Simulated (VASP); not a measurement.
# La (Pm-3m) in VASP: notebook

La is run at these levels: PBE; tasks: single point, relaxation of cell and atoms.

Everything below comes from runs of VASP 6.6.1. Logs are shortened: lines on timing, memory, paths and dates and some standing lists are left out, and cuts for length are marked.

### 1 The cell of the first run

The structure is cubic, space group Pm-3m (No. 221). The conventional cell has a = 2.983 Å, b = 2.983 Å, c = 2.983 Å, α = 90.00°, β = 90.00°, γ = 90.00°. Within 3.9 Å of La (site symmetry m-3m) lie 6 La at 2.98 Å.

### 2 Single point, PBE

Input file INCAR:

```
SYSTEM = La
  PREC = Accurate
  ENCUT = 520
  EDIFF = 1E-7
  ISMEAR = -1
  SIGMA = 0.05
  LREAL = .False.
  LASPH = .True.
  NELM = 100
  ALGO = Normal
  ISIF = 2
  LWAVE = .False.
  LCHARG = .False.
  GGA = PE
  NBANDS = 12
```

Input file KPOINTS:

```
regular mesh
0
Gamma
  7 7 7
  0 0 0
```

Input file POSCAR:

```
La
1.0
    2.9830724107      0.0000000000      0.0000000000
    0.0000000000      2.9830724107      0.0000000000
    0.0000000000      0.0000000000      2.9830724107
La
1
Direct
    0.0000000000      0.0000000000      0.0000000000
```

Potentials or basis: VASP PAW PBE potentials, release 64 (La).

On the command line:

```console
cat potpaw_PBE.64/La/POTCAR > POTCAR
mpirun -np 1 vasp_std > vasp.out
```

OUTCAR:

```text
SYSTEM = La
   PREC = Accurate
   ENCUT = 520
   EDIFF = 1E-7
   ISMEAR = -1
   LREAL = .False.
   LASPH = .True.
   NELM = 100
   ISIF = 2
   GGA = PE

 ion  position               nearest neighbor table
   1  0.000  0.000  0.000-

  LATTYP: Found a simple cubic cell.
 ALAT       =     2.9830724107

  Lattice vectors:

 A1 = (   2.9830724107,   0.0000000000,   0.0000000000)
 A2 = (   0.0000000000,   2.9830724107,   0.0000000000)
 A3 = (   0.0000000000,   0.0000000000,   2.9830724107)

Analysis of symmetry for initial positions (statically):
=====================================================================
 Subroutine PRICEL returns:
 Original cell was already a primitive cell.

 Routine SETGRP: Setting up the symmetry group for a
 simple cubic supercell.

 Subroutine GETGRP returns: Found 48 space group operations
 (whereof 48 operations were pure point group operations)
 out of a pool of 48 trial point group operations.

The static configuration has the point symmetry O_h .

Analysis of symmetry for dynamics (positions and initial velocities):
=====================================================================
 Subroutine PRICEL returns:
 Original cell was already a primitive cell.

 Routine SETGRP: Setting up the symmetry group for a
 simple cubic supercell.

 Subroutine GETGRP returns: Found 48 space group operations
 (whereof 48 operations were pure point group operations)
 out of a pool of 48 trial point group operations.

The dynamic configuration has the point symmetry O_h .

 Subroutine INISYM returns: Found 48 space group operations
 (whereof 48 operations are pure point group operations),
 and found     1 'primitive' translations

----------------------------------------------------------------------------------------

                                     Primitive cell

  volume of cell :      26.5455

  direct lattice vectors                    reciprocal lattice vectors
     2.983072411  0.000000000  0.000000000     0.335224850  0.000000000  0.000000000
     0.000000000  2.983072411  0.000000000     0.000000000  0.335224850  0.000000000
     0.000000000  0.000000000  2.983072411     0.000000000  0.000000000  0.335224850

  length of vectors
     2.983072411  2.983072411  2.983072411     0.335224850  0.335224850  0.335224850

  position of ions in fractional coordinates (direct lattice)
     0.000000000  0.000000000  0.000000000

  ion indices of the primitive-cell ions
   primitive index   ion index
                 1           1

----------------------------------------------------------------------------------------

 KPOINTS: regular mesh

Automatic generation of k-mesh.
 Grid dimensions read from file:
 generate k-points for:    7    7    7

 Generating k-lattice:

  Cartesian coordinates                     Fractional coordinates (reciprocal lattice)
     0.047889264  0.000000000  0.000000000     0.142857143  0.000000000  0.000000000
     0.000000000  0.047889264  0.000000000     0.000000000  0.142857143  0.000000000
     0.000000000  0.000000000  0.047889264     0.000000000  0.000000000  0.142857143

  Length of vectors
     0.047889264  0.047889264  0.047889264

  Shift w.r.t. Gamma in fractional coordinates (k-lattice)
     0.000000000  0.000000000  0.000000000

 Subroutine IBZKPT returns following result:
 ===========================================

 Found     20 irreducible k-points:

 Following reciprocal coordinates:
            Coordinates               Weight
  0.000000  0.000000  0.000000      1.000000
  0.142857  0.000000  0.000000      6.000000
  0.285714  0.000000  0.000000      6.000000
  0.428571  0.000000  0.000000      6.000000
  0.142857  0.142857  0.000000     12.000000
  0.285714  0.142857  0.000000     24.000000
[... 12 lines left out ...]
  0.428571  0.428571  0.285714     24.000000
  0.428571  0.428571  0.428571      8.000000
   k-points           NKPTS =     20   k-points in BZ     NKDIM =     20   number of bands    NBANDS=     12
   number of dos      NEDOS =    301   number of ions     NIONS =      1
   total plane-waves  NPLWV =  13824
   dimension x,y,z NGX =    24 NGY =   24 NGZ =   24
   dimension x,y,z NGXF=    48 NGYF=   48 NGZF=   48
   ions per type =               1
   NGX,Y,Z   is equivalent  to a cutoff of  13.38, 13.38, 13.38 a.u.
   NGXF,Y,Z  is equivalent  to a cutoff of  26.75, 26.75, 26.75 a.u.
 SYSTEM =  La
   PREC   = accura    normal or accurate (medium, high low for compatibility)
   ISTART =      0    job   : 0-new  1-cont  2-samecut
   ICHARG =      2    charge: 1-file 2-atom 10-const
   ISPIN  =      1    spin polarized calculation?
   LNONCOLLINEAR =      F non collinear calculations
   LSORBIT =      F    spin-orbit coupling
   LASPH  =      T    aspherical Exc in radial PAW
   ENCUT  =  520.0 eV  38.22 Ry    6.18 a.u.   5.55  5.55  5.55*2*pi/ulx,y,z
   NELM   =    100;   NELMIN=  2; NELMDL= -5     # of ELM steps
   EDIFF  = 0.1E-06   stopping-criterion for ELM
   LREAL  =      F    real-space projection
   EDIFFG = 0.1E-05   stopping-criterion for IOM
   NSW    =      0    number of steps for IOM
   IBRION =     -1    ionic relax: 0-MD 1-quasi-New 2-CG
   NFREE  =      0    steps in history (QN), initial steepest desc. (CG)
   ISIF   =      2    stress and relaxation
   ISYM   =      2    0-nonsym 1-usesym 2-fastsym
   POTIM  = 0.5000    time-step for ionic-motion
   TEBEG  =    0.0;   TEEND  =   0.0 temperature during run
   PSTRESS=    0.0 pullay stress
   NELECT =      11.0000    total number of electrons
   NUPDOWN=      -1.0000    fix difference up-down
   EMIN   =  10.00;   EMAX   =-10.00  energy-range for DOS
   EFERMI =   0.00;   METHOD = LEGACY
   ISMEAR =    -1;   SIGMA  =   0.05  broadening in eV -4-tet -1-fermi 0-gaus
   EFERMI_NEDOS =   21; number of points for ismear=-14 and -15
   IALGO  =     38    algorithm
   IMIX   =      4    mixing-type and parameters
     AMIX     =   0.40;   BMIX     =  1.00
     AMIX_MAG =   1.60;   BMIX_MAG =  1.00
  volume/ion in A,a.u.               =      26.55       179.14
  Fermi-wavevector in a.u.,A,eV,Ry     =   1.220512  2.306433 20.267901  1.489649
  Thomas-Fermi vector in A             =   2.355726
   LORBIT       =      0    0 simple, 1 ext, 2 COOP (PROOUT), +10 PAW based schemes
   GGA     = PE    functional components
[... 5 lines left out ...]
 non-spin polarized calculation
  energy-cutoff  :      520.00
  volume of cell :       26.55
 maximum number of plane-waves:       739
 NGX is ok and might be reduce to    24
   NGX = 11   NGY = 11   NGZ = 11

 number of electron      10.9999999 magnetization

 Free energy of the ion-electron system (eV)
  ---------------------------------------------------
  ext. energy  EPLUGINS =         0.00000000
  ---------------------------------------------------
  free energy    TOTEN  =        -4.01757402 eV

  energy without entropy =       -3.99928029  energy(sigma->0) =       -4.00842715

 E-fermi :  11.3621     XC(G=0): -10.9573

 val. band max:       11.3455073524   @ k =   0.4286   0.0000   0.0000
 cond. band min:      11.3904213746   @ k =   0.1429   0.1429   0.1429
 fundamental gap:      0.0449140223
 Fermi energy:        11.3621072188

 k-point     1 :       0.0000    0.0000    0.0000
  band No.  band energies     occupation
      1     -21.8237      2.00000
      2      -3.2709      2.00000
      3      -3.2709      2.00000
      4      -3.2709      2.00000
      5       9.1936      2.00000
      6       9.6608      2.00000
      7       9.6608      2.00000
      8      13.9787      0.00000
      9      13.9787      0.00000
     10      13.9787      0.00000
     11      14.4589      0.00000
     12      14.4589      0.00000

 k-point     2 :       0.1429    0.0000    0.0000
  band No.  band energies     occupation
      1     -21.7081      2.00000
      2      -4.2248      2.00000
      3      -3.1843      2.00000
      4      -3.1843      2.00000
      5       9.5817      2.00000
      6       9.8322      2.00000
      7      11.0430      1.99662
      8      13.8553      0.00000
      9      14.0181      0.00000
     10      14.0181      0.00000
     11      14.3028      0.00000
     12      14.4744      0.00000

 k-point     3 :       0.2857    0.0000    0.0000
  band No.  band energies     occupation
      1     -21.4313      2.00000
      2      -5.9627      2.00000
      3      -2.9825      2.00000
      4      -2.9825      2.00000
      5      10.2869      2.00000
      6      10.3137      2.00000
      7      13.5052      0.00000
      8      13.6374      0.00000
      9      14.1272      0.00000
     10      14.1272      0.00000
     11      14.1854      0.00000
     12      14.5400      0.00000
[... 226 lines left out ...]
 k-point    19 :       0.4286    0.4286    0.2857
  band No.  band energies     occupation
      1     -20.1909      2.00000
      2      -6.1135      2.00000
      3      -6.1052      2.00000
      4      -4.7923      2.00000
      5       8.8106      2.00000
      6      10.8022      1.99997
      7      10.9301      1.99965
      8      13.5574      0.00000
      9      14.1169      0.00000
     10      14.2259      0.00000
     11      14.3944      0.00000
     12      14.7860      0.00000

 k-point    20 :       0.4286    0.4286    0.4286
  band No.  band energies     occupation
      1     -19.9585      2.00000
      2      -5.8922      2.00000
      3      -5.8837      2.00000
      4      -5.8837      2.00000
      5       9.4070      2.00000
      6       9.7370      2.00000
      7       9.7370      2.00000
      8      12.9060      0.00000
      9      14.2386      0.00000
     10      14.2386      0.00000
     11      14.3329      0.00000
     12      14.8206      0.00000

------------------------ aborting loop because EDIFF is reached ----------------------------------------

  FORCE on cell =-STRESS in cart. coord.  units (eV):
  Direction    XX          YY          ZZ          XY          YZ          ZX
  --------------------------------------------------------------------------------------
  -------------------------------------------------------------------------------------
  Total        2.5266578      2.5266578      2.5266578     -0.0000000     -0.0000000      0.0000000
  in kB      152.4985184    152.4985184    152.4985184     -0.0000000     -0.0000000      0.0000000
  external PRESSURE =     152.4985184 kB  Pullay stress =       0.0000000 kB

 VOLUME and BASIS-vectors are now :
 -----------------------------------------------------------------------------
  energy-cutoff  :      520.00
  volume of cell :       26.55
      direct lattice vectors                 reciprocal lattice vectors
     2.983072411  0.000000000  0.000000000     0.335224850  0.000000000  0.000000000
     0.000000000  2.983072411  0.000000000     0.000000000  0.335224850  0.000000000
     0.000000000  0.000000000  2.983072411     0.000000000  0.000000000  0.335224850

 POSITION                                       TOTAL-FORCE (eV/Angst)
 -----------------------------------------------------------------------------------
      0.00000      0.00000      0.00000         0.000000      0.000000      0.000000
 -----------------------------------------------------------------------------------
    total drift:                                0.000000      0.000000     -0.000000

  FREE ENERGIE OF THE ION-ELECTRON SYSTEM (eV)
  ---------------------------------------------------
  free  energy   TOTEN  =        -4.0175740165 eV

  energy  without entropy=       -3.9992802855  energy(sigma->0) =       -4.00842715
```

It used 8.3 s of CPU time on 1 thread of AMD EPYC 7R13 Processor (Zen 3), on a shared host.

What came out:

```
Free energy : -4.0176 eV
Pressure    : 15.2 GPa
```

Levels at points of the mesh, in eV from the Fermi level:
```csv
k point,band 2,band 3,band 4,band 5,band 6,band 7,band 8,band 9
"(0.00, 0.00, 0.00)",-14.63,-14.63,-14.63,-2.17,-1.70,-1.70,2.62,2.62
```

Caveat: spin-orbit coupling is left out, which moves the levels of the heavy elements.

### 3 Single point, PBE

This run uses another cell than the first one, of 36.32 Å³/atom, 1.368 times its volume.

Input file INCAR:

```
SYSTEM = La
  PREC = Accurate
  ENCUT = 520
  EDIFF = 1E-6
  ISMEAR = -1
  SIGMA = 0.05
  LREAL = .FALSE.
  LASPH = .TRUE.
  NELM = 100
  ALGO = Normal
  ISIF = 2
  LWAVE = .FALSE.
  LCHARG = .TRUE.
  GGA = PE
  LELF = .TRUE.
  LVHAR = .TRUE.
  NBANDS = 12
```

Input file KPOINTS:

```
regular mesh
0
G
  7 7 7
  0 0 0
```

Input file POSCAR:

```
La
1.0
    3.3116625065      0.0000000000      0.0000000000
    0.0000000000      3.3116625065      0.0000000000
    0.0000000000      0.0000000000      3.3116625065
La
1
Direct
    0.0000000000      0.0000000000      0.0000000000
```

Potentials or basis: VASP PAW PBE potentials, release 64 (La).

On the command line:

```console
cat potpaw_PBE.64/La/POTCAR > POTCAR
mpirun -np 1 vasp_std > vasp.out
```

It used 11 s of CPU time on 1 thread of AMD EPYC 7R13 Processor (Zen 3) (shared host).

The run converged. Its results:

```
Free energy : -4.3688 eV
Pressure    : 0.1 GPa
```

Levels at points of the mesh, in eV from the Fermi level:
| k point | band 3 | band 4 | band 5 | band 6 | band 7 | band 8 | band 9 | band 10 |
| --- | --- | --- | --- | --- | --- | --- | --- | --- |
| (0.00, 0.00, 0.00) | -15.73 | -15.73 | -2.77 | -1.07 | -1.07 | 1.98 | 1.98 | 1.98 |

Caveat: spin-orbit coupling is left out, which moves the levels of the heavy elements.

### 4 Relaxation of cell and atoms, PBE

This run uses another cell than the first one, of 41.06 Å³/atom, 1.547 times its volume.

Input file INCAR:

```
SYSTEM = La
ALGO = Normal ; EDIFF = 1E-6
EDIFFG = -0.03 ; ENCUT = 600
GGA = PE ; IBRION = 2
ISIF = 3 ; ISMEAR = -1
LASPH = .TRUE. ; LCHARG = .FALSE.
LREAL = .FALSE. ; LWAVE = .FALSE.
NELM = 80 ; NSW = 80
PREC = Accurate ; SIGMA = 0.05
```

Input file KPOINTS:

```
k-points
0
G
  7 7 7
  0 0 0
```

Input file POSCAR:

```
La
1.0
    3.4500000000      0.0000000000      0.0000000000
    0.0000000000      3.4500000000      0.0000000000
    0.0000000000      0.0000000000      3.4500000000
La
1
Direct
    0.0000000000      0.0000000000      0.0000000000
```

On the command line:

```console
cat potpaw_PBE.64/La/POTCAR > POTCAR
mpirun -np 1 vasp_std > vasp.out
```

It used 22 s of CPU time on 1 thread of AMD EPYC 7R13 Processor (Zen 3), on a shared host.

It converged, with:

| Item | Value |
| --- | --- |
| Free energy | -4.3699 eV |
| Relaxed volume | 36.16 Å³/atom |
| Relaxed cell | a = 3.307 Å, b = 3.307 Å, c = 3.307 Å, α = 90.00°, β = 90.00°, γ = 90.00° |
| Space group after relaxing (to 0.05 Å) | Pm-3m (No. 221) |
| Energy gained by relaxing | 31.0 meV/atom |
| Ionic steps | 3 |
| Pressure after relaxing | 0.1 GPa |

The path:
```
step  energy change (eV)  largest force (eV/Å)  pressure (GPa)  volume (Å³)
   1              0.0000                0.0000           -1.98        41.06
   2             -0.0264                0.0000           -0.88        38.12
   3             -0.0310                0.0000            0.13        36.16
```

Final structure:
```cif
data_structure
_symmetry_space_group_name_H-M 'P 1'
_symmetry_Int_Tables_number 1
_cell_length_a 3.3067
_cell_length_b 3.3067
_cell_length_c 3.3067
_cell_angle_alpha 90.000
_cell_angle_beta 90.000
_cell_angle_gamma 90.000
_cell_volume 36.16
loop_
_atom_site_label
_atom_site_type_symbol
_atom_site_fract_x
_atom_site_fract_y
_atom_site_fract_z
_atom_site_occupancy
La1 La 0.00000 0.00000 0.00000 1
```

Levels at points of the mesh, in eV from the Fermi level:
| k point | band 3 | band 4 | band 5 | band 6 | band 7 | band 8 | band 9 |
| --- | --- | --- | --- | --- | --- | --- | --- |
| (0.00, 0.00, 0.00) | -15.71 | -15.71 | -2.77 | -1.08 | -1.08 | 1.99 | 1.99 |

Caveat: spin-orbit coupling is left out, which moves the levels of the heavy elements.

### 5 Overview

```csv
task,cell,cutoff (eV),gap on the mesh (eV),pressure (GPa)
single point,"a = 2.983 Å, 1 atom",520,none,15.2
single point,"a = 3.312 Å, 1 atom",520,none,0.1
relaxation of cell and atoms,"relaxed from a = 3.450 Å, 1 atom",600,none,0.1
```

Alike in all rows: level PBE; potentials or basis VASP PAW PBE potentials, release 64 (La); no spin polarisation; k mesh 7 × 7 × 7; smearing fermi-dirac 0.05 eV.

Caveats: spin-orbit coupling is left out, which moves the levels of the heavy elements.

Absolute energies hang on the potentials; compare differences alone.
